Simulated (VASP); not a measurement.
TaSi2:

```
CELL_PARAMETERS angstrom
4.78000 0.00000 0.00000
-2.39000 4.13960 0.00000
0.00000 0.00000 6.56400
ATOMIC_POSITIONS crystal
Ta 0.00000 0.50000 0.16667
Ta 0.50000 0.50000 0.83333
Ta 0.50000 0.00000 0.50000
Si 0.33330 0.16665 0.16667
Si 0.16665 0.83335 0.83333
Si 0.83335 0.66670 0.50000
Si 0.66670 0.83335 0.16667
Si 0.83335 0.16665 0.83333
Si 0.16665 0.33330 0.50000
```

- Program: VASP 6.6.1
- Task: relaxation of cell and atoms
- Functional: PBE
- Dispersion: D3(BJ)
- Potentials or basis: VASP PAW PBE potentials, release 64 (Ta_pv, Si)
- Cutoff: 600 eV
- k mesh: 7 × 7 × 4
- Occupations: fermi-dirac, width 0.05 eV
- Spin: no spin polarisation

At the start: pressure -2.7 GPa; volume 14.43 Å³/atom.

Q: How do energy, volume and symmetry change on relaxing?

A: Over 7 steps the energy falls by 19.4 meV/atom and the volume is 14.19 Å³/atom (-1.7 %); space group P6_222 (No. 180, to 0.1 Å) before and after.

Step by step:
```csv
step,energy change (eV),largest force (eV/Å),pressure (GPa),volume (Å³)
1,0.0000,0.7870,-2.66,129.88
2,-0.1259,0.3222,3.61,125.42
3,-0.1276,0.3767,2.92,125.85
4,-0.1595,0.1612,-1.34,128.44
5,-0.1694,0.0151,-0.02,127.58
6,-0.1733,0.0008,0.00,127.72
7,-0.1742,0.0035,-0.02,127.68
```

Final structure:
```xyz
9
Lattice="4.7439 0.0000 0.0000 -2.3719 4.1083 0.0000 0.0000 0.0000 6.5514" Properties=species:S:1:pos:R:3 pbc="T T T"
Ta   -1.1860    2.0542    1.0919
Ta    1.1860    2.0542    5.4595
Ta    2.3719    0.0000    3.2757
Si    1.1341    0.6548    1.0919
Si   -1.2379    3.4536    5.4595
Si    2.3719    2.7988    3.2757
Si    1.2379    3.4536    1.0919
Si    3.6098    0.6548    5.4595
Si    0.0000    1.3095    3.2757
```
